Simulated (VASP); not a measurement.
Input of a VASP 6.6.1 run:

Contents of INCAR:

```
PREC = Accurate
ENCUT = 500
EDIFF = 1E-6
ISMEAR = 0
SIGMA = 0.1
LREAL = False
LASPH = True
NELM = 120
ALGO = Normal
ISIF = 2
LWAVE = False
LCHARG = False
GGA = PS
NBANDS = 36
GGA_COMPAT = False
```

The input KPOINTS:

```
regular mesh
0
Gamma
  4 4 6
```

POSCAR

```
Ge
1.0
    4.1570170879      0.0000000000      0.0000000000
    0.0000000000      5.8789099698      0.0000000000
    0.0000000000      0.0000000000      3.9020377840
Ge
4
Direct
    0.0000000000      0.0000000000      0.0000000000
    0.5000000000      0.2500000000      0.0000000000
    0.5000000000      0.5000000000      0.5000042000
    0.0000000000      0.7500000000      0.5000042000
```

Potentials or basis: VASP PAW PBE potentials, release 64 (Ge_d).

Run with:

```console
$ cat potpaw_PBE.64/Ge_d/POTCAR > POTCAR
$ mpirun -np 1 vasp_std > vasp.out
```

Problem. Estimate the pressure.

Solution. -2.1 GPa.

Problem. Estimate the band gap on the k mesh.

Solution. Zero (bands 28 and 29 overlap by 0.29 eV).

Problem. Estimate the largest force.

Solution. 0.461 eV/Å.

Stress tensor (GPa, compression positive):
```
-5.08  0.00  0.00
 0.00 -4.26  0.00
 0.00  0.00  2.90
```

Caveat: the k points lie up to 0.38 Å⁻¹ apart; semilocal functionals underestimate gaps, and a narrow one can read as zero; the PAW data sets were made with another functional, which shifts forces and pressure a little.
